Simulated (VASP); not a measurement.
A run of VASP 6.6.1 is set up as follows.

Contents of INCAR:

```
PREC     = Accurate       # precision mode
ENCUT    = 520            # plane-wave cutoff, eV
EDIFF    = 1E-7           # SCF threshold, eV
ISMEAR   = 0              # smearing method
SIGMA    = 0.02           # smearing width, eV
LREAL    = False          # projectors in reciprocal space
LASPH    = True           # aspherical terms in the spheres
NELM     = 100            # most SCF steps
ALGO     = Normal         # electronic algorithm
ISIF     = 2              # what is computed and relaxed
LWAVE    = False          # write WAVECAR
LCHARG   = True           # write CHGCAR
GGA      = PE             # functional
LELF     = True           # ELF
LVHAR    = True         
NBANDS   = 28             # bands
```

File KPOINTS:

```
Automatic mesh
0
Gamma
  8 8 8
```

Contents of POSCAR:

```
BaTiO3
1.0
    3.9844328794      0.0000000000      0.0000000000
    0.0000000000      3.9844328794      0.0000000000
    0.0000000000      0.0000000000      4.3300751780
Ba Ti O
1 1 3
Direct
    0.0000000000      0.0000000000     -0.0203583610
    0.5000000000      0.5000000000      0.4656031615
    0.5000000000      0.5000000000      0.0509582862
    0.5000000000      0.0000000000      0.5233984566
    0.0000000000      0.5000000000      0.5233984566
```

Potentials or basis: VASP PAW PBE potentials, release 64 (Ba_sv, Ti_sv, O).

Run with:

```bash
$ cat potpaw_PBE.64/Ba_sv/POTCAR potpaw_PBE.64/Ti_sv/POTCAR potpaw_PBE.64/O/POTCAR > POTCAR
$ mpirun -np 1 vasp_std > vasp.out
```

(1) Estimate the band gap on the k mesh.

(2) What does it give for the pressure?

(3) What does it give for the largest force?

## Answers

(1) 1.79 eV (least direct gap 2.43 eV).

(2) -0.6 GPa.

(3) 0.100 eV/Å.

Caveat: spin-orbit coupling is left out, which moves the levels of the heavy elements.
